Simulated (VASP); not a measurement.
**Li2H: single point with PBE**

Li2H:

```
Li H
1.0
     1.29876   -4.59701    0.00000
     1.29876    4.59701    0.00000
     0.00000    0.00000    4.10101
Li H
4 2
Direct
  0.06912 0.93088 0.38023
  0.93088 0.06912 0.88023
  0.79965 0.20035 0.19571
  0.20035 0.79965 0.69571
  0.40647 0.59353 0.49907
  0.59353 0.40647 0.99907
```

The cell was generated, and may not be a known phase.

```json
{
  "Program": "VASP 6.6.1",
  "Task": "single point",
  "Functional": "PBE",
  "Potentials or basis": "VASP PAW PBE potentials, release 64 (Li_sv, H)",
  "Cutoff": "520 eV",
  "k mesh": "6 × 6 × 4",
  "Occupations": "gaussian, width 0.1 eV",
  "Spin": "no spin polarisation"
}
```

* Largest force: 2.734 eV/Å
* Band gap on the k mesh: zero (bands 7 and 8 overlap by 3.15 eV)

Forces on the atoms (eV/Å):
```
Li   0.000  1.725 -2.122
Li   0.000 -1.725 -2.122
Li   0.000  1.051  2.141
Li   0.000 -1.051  2.141
H    0.000  0.062 -0.019
H    0.000 -0.062 -0.019
```

Levels at points of the mesh, in eV from the Fermi level:
```
           k point  band 3  band 4  band 5  band 6  band 7  band 8  band 9  band 10  band 11  band 12
(0.00, 0.00, 0.00)  -46.60  -46.57   -7.53   -4.92   -0.58   -0.06    1.72     4.54     6.92     8.48
(0.50, 0.00, 0.00)  -46.55  -46.55   -5.47   -2.89    1.10    1.68    2.61     4.48     4.80     5.49
(0.50, 0.50, 0.00)  -46.60  -46.56   -7.13   -5.94   -0.04    0.56    1.93     3.69     7.46     9.13
(0.00, 0.00, 0.50)  -46.59  -46.59   -6.46   -6.46   -0.67   -0.67    2.89     2.89     9.65     9.65
(0.50, 0.00, 0.50)  -46.55  -46.55   -3.83   -3.83   -0.03   -0.03    2.28     2.28     4.63     4.63
(0.50, 0.50, 0.50)  -46.59  -46.59   -6.38   -6.38   -1.76   -1.76    6.95     6.95     8.32     8.32
```

Wall time 32 s on 1 thread of Intel(R) Xeon(R) Platinum 8259CL CPU @ 2.50GHz (Skylake/Cascade Lake), with other jobs on the host, peak memory 0.18 GiB.

Caveat: the k points lie up to 0.42 Å⁻¹ apart, too coarse for converged energies and pressures of a metal; atoms lie so close that the PAW spheres overlap strongly, which falsifies energies and pressures; forces of over 1 eV/Å act on the atoms, so gaps and moduli don't describe the material at rest.
